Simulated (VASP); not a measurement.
# Ti3Al4Ni (P4/mmm) in VASP: relaxation of cell and atoms with PBE

Aim: the relaxation of cell and atoms of Ti3Al4Ni with PBE.

Everything below comes from runs of VASP 6.6.1. Logs are shortened: lines on timing, memory, paths and dates and some standing lists are left out, and cuts for length are marked.

**1. The cell of the first run**

The structure is tetragonal, space group P4/mmm (No. 123). The conventional cell has a = 5.820 Å, b = 5.820 Å, c = 3.620 Å, α = 90.00°, β = 90.00°, γ = 90.00°. Ti (site symmetry 4/mmm) has 8 Al at 2.86 Å and 6 Ti at 2.91 to 3.62 Å within 3.8 Å. Ti (site symmetry mmm) has 8 Al at 2.74 Å and 4 Ti at 2.91 to 3.62 Å and 2 Ni at 2.91 Å within 3.7 Å. Within 3.9 Å of Al (site symmetry m2m) lie 2 Ni at 2.63 Å and 7 Al at 2.69 to 3.81 Å and 6 Ti at 2.74 to 2.86 Å. Within 3.7 Å of Ni (site symmetry 4/mmm) lie 8 Al at 2.63 Å and 4 Ti at 2.91 Å and 2 Ni at 3.62 Å.

**2. Relaxation of cell and atoms, PBE**

File INCAR:

```
PREC = Accurate
ENCUT = 550
EDIFF = 1E-7
ISMEAR = 0
SIGMA = 0.1
LREAL = F
LASPH = T
NELM = 300
ALGO = All
ISIF = 3
LWAVE = F
LCHARG = F
GGA = PE
IBRION = 2
NSW = 100
EDIFFG = -0.01
GGA_COMPAT = F
NELMIN = 4
ISEARCH = 1
KPAR = 4
```

File KPOINTS:

```
regular mesh
0
Gamma
  6 6 10
```

File POSCAR:

```
Ti3Al4Ni
1.0
    5.8200008000      0.0000000000      0.0000000000
    0.0000000000      5.8200008000      0.0000000000
    0.0000000000      0.0000000000      3.6196499000
Ti Al Ni
3 4 1
Direct
    0.0000000000      0.0000000000      0.5000000000
    0.0000000000      0.5000000000      0.5000000000
    0.5000000000      0.0000000000      0.5000000000
    0.7314970000      0.7314970000      0.0000000000
    0.7314970000      0.2685030000      0.0000000000
    0.2685030000      0.7314970000      0.0000000000
    0.2685030000      0.2685030000      0.0000000000
    0.5000000000      0.5000000000      0.5000000000
```

Potentials or basis: VASP PAW PBE potentials, release 64 (Ti_sv, Al, Ni).

Started as:

```sh
$ cat potpaw_PBE.64/Ti_sv/POTCAR potpaw_PBE.64/Al/POTCAR potpaw_PBE.64/Ni/POTCAR > POTCAR
$ mpirun -np 4 vasp_std > vasp.out
```

OUTCAR:

```text
PREC = Accurate
   ENCUT = 550
   EDIFF = 1E-7
   ISMEAR = 0
   LREAL = F
   LASPH = T
   NELM = 300
   ISIF = 3
   GGA = PE
   IBRION = 2
   NSW = 100
   EDIFFG = -0.01
   NELMIN = 4

 ion  position               nearest neighbor table
   1  0.000  0.000  0.500-   4 2.86   5 2.86   6 2.86   7 2.86   4 2.86   5 2.86   6 2.86   7 2.86
                             2 2.91   3 2.91   2 2.91   3 2.91
   2  0.000  0.500  0.500-   4 2.74   5 2.74   6 2.74   7 2.74   4 2.74   5 2.74   6 2.74   7 2.74
                             1 2.91   8 2.91   1 2.91   8 2.91
   3  0.500  0.000  0.500-   4 2.74   5 2.74   6 2.74   7 2.74   4 2.74   5 2.74   6 2.74   7 2.74
                             1 2.91   8 2.91   8 2.91   1 2.91
   4  0.731  0.731  0.000-   8 2.63   8 2.63   5 2.69   6 2.69   2 2.74   2 2.74   3 2.74   3 2.74
                             1 2.86   1 2.86   6 3.13   5 3.13
   5  0.731  0.269  0.000-   8 2.63   8 2.63   4 2.69   7 2.69   2 2.74   2 2.74   3 2.74   3 2.74
                             1 2.86   1 2.86   7 3.13   4 3.13
   6  0.269  0.731  0.000-   8 2.63   8 2.63   4 2.69   7 2.69   2 2.74   2 2.74   3 2.74   3 2.74
                             1 2.86   1 2.86   7 3.13   4 3.13
   7  0.269  0.269  0.000-   8 2.63   8 2.63   5 2.69   6 2.69   2 2.74   2 2.74   3 2.74   3 2.74
                             1 2.86   1 2.86   6 3.13   5 3.13
   8  0.500  0.500  0.500-   4 2.63   5 2.63   6 2.63   7 2.63   4 2.63   5 2.63   6 2.63   7 2.63
                             2 2.91   3 2.91   3 2.91   2 2.91

  LATTYP: Found a simple tetragonal cell.
 ALAT       =     5.8200008000
 C/A-ratio  =     0.6219328870

  Lattice vectors:

 A1 = (   5.8200008000,   0.0000000000,   0.0000000000)
 A2 = (   0.0000000000,   5.8200008000,   0.0000000000)
 A3 = (   0.0000000000,   0.0000000000,   3.6196499000)

Analysis of symmetry for initial positions (statically):
=====================================================================
 Subroutine PRICEL returns:
 Original cell was already a primitive cell.

 Routine SETGRP: Setting up the symmetry group for a
 simple tetragonal supercell.

 Subroutine GETGRP returns: Found 16 space group operations
 (whereof 16 operations were pure point group operations)
 out of a pool of 16 trial point group operations.

The static configuration has the point symmetry D_4h.

Analysis of symmetry for dynamics (positions and initial velocities):
=====================================================================
 Subroutine PRICEL returns:
 Original cell was already a primitive cell.

 Routine SETGRP: Setting up the symmetry group for a
 simple tetragonal supercell.

 Subroutine GETGRP returns: Found 16 space group operations
 (whereof 16 operations were pure point group operations)
 out of a pool of 16 trial point group operations.

The dynamic configuration has the point symmetry D_4h.

 Subroutine INISYM returns: Found 16 space group operations
 (whereof 16 operations are pure point group operations),
 and found     1 'primitive' translations

----------------------------------------------------------------------------------------

                                     Primitive cell

  volume of cell :     122.6063

  direct lattice vectors                    reciprocal lattice vectors
     5.820000800  0.000000000  0.000000000     0.171821282  0.000000000  0.000000000
     0.000000000  5.820000800  0.000000000     0.000000000  0.171821282  0.000000000
     0.000000000  0.000000000  3.619649900     0.000000000  0.000000000  0.276269813

  length of vectors
     5.820000800  5.820000800  3.619649900     0.171821282  0.171821282  0.276269813

  position of ions in fractional coordinates (direct lattice)
     0.000000000  0.000000000  0.500000000
     0.000000000  0.500000000  0.500000000
     0.500000000  0.000000000  0.500000000
     0.731497000  0.731497000  0.000000000
     0.731497000  0.268503000  0.000000000
     0.268503000  0.731497000  0.000000000
     0.268503000  0.268503000  0.000000000
     0.500000000  0.500000000  0.500000000

  ion indices of the primitive-cell ions
   primitive index   ion index
                 1           1
                 2           2
                 3           3
                 4           4
                 5           5
                 6           6
                 7           7
                 8           8

----------------------------------------------------------------------------------------

 KPOINTS: regular mesh

Automatic generation of k-mesh.
 Grid dimensions read from file:
 generate k-points for:    6    6   10

 Generating k-lattice:

  Cartesian coordinates                     Fractional coordinates (reciprocal lattice)
     0.028636880  0.000000000  0.000000000     0.166666667  0.000000000  0.000000000
     0.000000000  0.028636880  0.000000000     0.000000000  0.166666667  0.000000000
     0.000000000  0.000000000  0.027626981     0.000000000  0.000000000  0.100000000

  Length of vectors
     0.028636880  0.028636880  0.027626981

  Shift w.r.t. Gamma in fractional coordinates (k-lattice)
     0.000000000  0.000000000  0.000000000

 Subroutine IBZKPT returns following result:
 ===========================================

 Found     60 irreducible k-points:

 Following reciprocal coordinates:
            Coordinates               Weight
  0.000000  0.000000  0.000000      1.000000
  0.166667  0.000000  0.000000      4.000000
  0.333333  0.000000  0.000000      4.000000
  0.500000  0.000000  0.000000      2.000000
  0.166667  0.166667  0.000000      4.000000
  0.333333  0.166667  0.000000      8.000000
[... 16 lines left out ...]
  0.333333  0.000000  0.200000      8.000000
  0.500000  0.000000  0.200000      4.000000
 [... further k-points ...]
   k-points           NKPTS =     60   k-points in BZ     NKDIM =     60   number of bands    NBANDS=     34
   number of dos      NEDOS =    301   number of ions     NIONS =      8
   total plane-waves  NPLWV =  64512
   dimension x,y,z NGX =    48 NGY =   48 NGZ =   28
   dimension x,y,z NGXF=    96 NGYF=   96 NGZF=   56
   ions per type =               3   4   1
   NGX,Y,Z   is equivalent  to a cutoff of  13.71, 13.71, 12.86 a.u.
   NGXF,Y,Z  is equivalent  to a cutoff of  27.42, 27.42, 25.72 a.u.
 SYSTEM =  unknown system
   PREC   = accura    normal or accurate (medium, high low for compatibility)
   ISTART =      0    job   : 0-new  1-cont  2-samecut
   ICHARG =      2    charge: 1-file 2-atom 10-const
   ISPIN  =      1    spin polarized calculation?
   LNONCOLLINEAR =      F non collinear calculations
   LSORBIT =      F    spin-orbit coupling
   LASPH  =      T    aspherical Exc in radial PAW
   ENCUT  =  550.0 eV  40.42 Ry    6.36 a.u.  11.13 11.13  6.92*2*pi/ulx,y,z
   NELM   =    300;   NELMIN=  4; NELMDL= -5     # of ELM steps
   EDIFF  = 0.1E-06   stopping-criterion for ELM
   LREAL  =      F    real-space projection
   EDIFFG = -.1E-01   stopping-criterion for IOM
   NSW    =    100    number of steps for IOM
   IBRION =      2    ionic relax: 0-MD 1-quasi-New 2-CG
   NFREE  =      1    steps in history (QN), initial steepest desc. (CG)
   ISIF   =      3    stress and relaxation
   ISYM   =      2    0-nonsym 1-usesym 2-fastsym
   POTIM  = 0.5000    time-step for ionic-motion
   TEBEG  =    0.0;   TEEND  =   0.0 temperature during run
   PSTRESS=    0.0 pullay stress
   NELECT =      58.0000    total number of electrons
   NUPDOWN=      -1.0000    fix difference up-down
   EMIN   =  10.00;   EMAX   =-10.00  energy-range for DOS
   EFERMI =   0.00;   METHOD = LEGACY
   ISMEAR =     0;   SIGMA  =   0.10  broadening in eV -4-tet -1-fermi 0-gaus
   EFERMI_NEDOS =   21; number of points for ismear=-14 and -15
   IALGO  =     58    algorithm
   IMIX   =      4    mixing-type and parameters
     AMIX     =   0.40;   BMIX     =  1.00
     AMIX_MAG =   1.60;   BMIX_MAG =  1.00
  volume/ion in A,a.u.               =      15.33       103.42
  Fermi-wavevector in a.u.,A,eV,Ry     =   1.275596  2.410528 22.138667  1.627146
  Thomas-Fermi vector in A             =   2.408300
   LORBIT       =      0    0 simple, 1 ext, 2 COOP (PROOUT), +10 PAW based schemes
   GGA     = PE    functional components
   LHFCALC =     F    Hartree Fock is set to
   AEXX    =    0.0000 exact exchange contribution
   IVDW    =     0    specifies the selected vdW correction
   LEPSILON=     F    determine dielectric tensor
   LRPA    =     F    only Hartree local field effects (RPA)
 conjugate gradient relaxation of ions
 non-spin polarized calculation
 Gauss-broadening in eV      SIGMA  =   0.10
  energy-cutoff  :      550.00
  volume of cell :      122.61
 maximum number of plane-waves:      3614
 NGX is ok and might be reduce to    48
   NGX = 23   NGY = 23   NGZ = 13

 number of electron      58.0000035 magnetization

 Free energy of the ion-electron system (eV)
  ---------------------------------------------------
  ext. energy  EPLUGINS =         0.00000000
  ---------------------------------------------------
  free energy    TOTEN  =       -47.06364619 eV

  energy without entropy =      -47.03123695  energy(sigma->0) =      -47.04744157

 E-fermi :   8.4406     XC(G=0): -11.1909

 val. band max:        8.4407434127   @ k =   0.3333   0.3333   0.0000
 cond. band min:       8.4433148815   @ k =   0.3333   0.1667   0.5000
 fundamental gap:      0.0025714688
 Fermi energy:         8.4406447181

 k-point     1 :       0.0000    0.0000    0.0000
  band No.  band energies     occupation
      1     -48.2613      2.00000
      2     -48.0933      2.00000
      3     -48.0892      2.00000
      4     -24.6649      2.00000
      5     -24.5783      2.00000
      6     -24.5783      2.00000
[... 26 lines left out ...]
     33       9.6419      0.00000
     34       9.7912      0.00000

 k-point     2 :       0.1667    0.0000    0.0000
  band No.  band energies     occupation
      1     -48.2607      2.00000
      2     -48.0934      2.00000
      3     -48.0898      2.00000
      4     -24.6645      2.00000
      5     -24.5777      2.00000
      6     -24.5567      2.00000
[... 26 lines left out ...]
     33       9.7277      0.00000
     34       9.9620      0.00000
[... 775 lines left out ...]
     33       9.6267      0.00000
     34      10.0242      0.00000

 k-point    24 :       0.5000    0.0000    0.2000
  band No.  band energies     occupation
      1     -48.2580      2.00000
      2     -48.0929      2.00000
      3     -48.0903      2.00000
      4     -24.6784      2.00000
      5     -24.5735      2.00000
      6     -24.4599      2.00000
[... 26 lines left out ...]
     33       9.5154      0.00000
     34      10.2145      0.00000

 [... further k-points ...]
[... 5 lines left out ...]
  --------------------------------------------------------------------------------------
  -------------------------------------------------------------------------------------
  Total        0.0089376      0.0089376     -0.0238192      0.0000000      0.0000000      0.0000000
  in kB        0.1167936      0.1167936     -0.3112617      0.0000000      0.0000000      0.0000000
  external PRESSURE =      -0.0258915 kB  Pullay stress =       0.0000000 kB

 VOLUME and BASIS-vectors are now :
 -----------------------------------------------------------------------------
  energy-cutoff  :      550.00
  volume of cell :      122.61
      direct lattice vectors                 reciprocal lattice vectors
     5.820000800  0.000000000  0.000000000     0.171821282  0.000000000  0.000000000
     0.000000000  5.820000800  0.000000000     0.000000000  0.171821282  0.000000000
     0.000000000  0.000000000  3.619649900     0.000000000  0.000000000  0.276269813

 POSITION                                       TOTAL-FORCE (eV/Angst)
 -----------------------------------------------------------------------------------
      0.00000      0.00000      1.80982         0.000000      0.000000      0.000000
      0.00000      2.91000      1.80982         0.000000      0.000000      0.000000
      2.91000      0.00000      1.80982         0.000000      0.000000      0.000000
      4.25731      4.25731      0.00000         0.005796      0.005796     -0.000000
      4.25731      1.56269      0.00000         0.005796     -0.005796     -0.000000
      1.56269      4.25731      0.00000        -0.005796      0.005796      0.000000
      1.56269      1.56269      0.00000        -0.005796     -0.005796      0.000000
      2.91000      2.91000      1.80982         0.000000      0.000000      0.000000
 -----------------------------------------------------------------------------------
    total drift:                                0.000000      0.000000     -0.000000

  FREE ENERGIE OF THE ION-ELECTRON SYSTEM (eV)
  ---------------------------------------------------
  free  energy   TOTEN  =       -47.0636461940 eV

  energy  without entropy=      -47.0312364700  energy(sigma->0) =      -47.04744133

 reached required accuracy - stopping structural energy minimisation
```

Run time: 4.4 min. Hardware: 4 MPI ranks of Intel Xeon Platinum 8259CL at 2.50GHz (Skylake/Cascade Lake), shared host; peak memory 0.63 GiB.

What came out:

```yaml
Free_energy: -47.0636 eV
Pressure_after_relaxing: 0.0 GPa
Largest_force_after_relaxing: 0.008 eV/Å
Band_gap_on_the_k_mesh: zero (bands 29 and 30 overlap by 0.93 eV)
```

Forces on the atoms (eV/Å):
```
Ti   0.000  0.000  0.000
Ti   0.000  0.000  0.000
Ti   0.000  0.000  0.000
Al   0.006  0.006  0.000
Al   0.006 -0.006  0.000
Al  -0.006  0.006  0.000
Al  -0.006 -0.006  0.000
Ni   0.000  0.000  0.000
```

Final structure:
```
CELL_PARAMETERS angstrom
5.82000 0.00000 0.00000
0.00000 5.82000 0.00000
0.00000 0.00000 3.61965
ATOMIC_POSITIONS crystal
Ti 0.00000 0.00000 0.50000
Ti 0.00000 0.50000 0.50000
Ti 0.50000 0.00000 0.50000
Al 0.73150 0.73150 0.00000
Al 0.73150 0.26850 0.00000
Al 0.26850 0.73150 0.00000
Al 0.26850 0.26850 0.00000
Ni 0.50000 0.50000 0.50000
```

Levels at points of the mesh, in eV from the Fermi level:
```
           k point  band 27  band 28  band 29  band 30  band 31  band 32
(0.00, 0.00, 0.00)    -0.49    -0.47    -0.33    -0.33     0.98     0.98
(0.50, 0.00, 0.00)    -0.37    -0.33    -0.14     0.46     0.53     0.84
(0.50, 0.50, 0.00)    -0.40    -0.07     0.09     0.09     0.57     0.57
(0.00, 0.00, 0.50)    -0.75    -0.56    -0.50    -0.50     1.52     1.73
(0.50, 0.00, 0.50)    -0.65    -0.37    -0.03     0.02     0.36     1.37
(0.50, 0.50, 0.50)    -0.78     0.43     0.43     0.54     0.54     0.66
```

Caveat: the relaxation stopped at its first step, so nothing moved. Spin polarisation is off, so any magnetic state and its effect on volume and gap are missing.
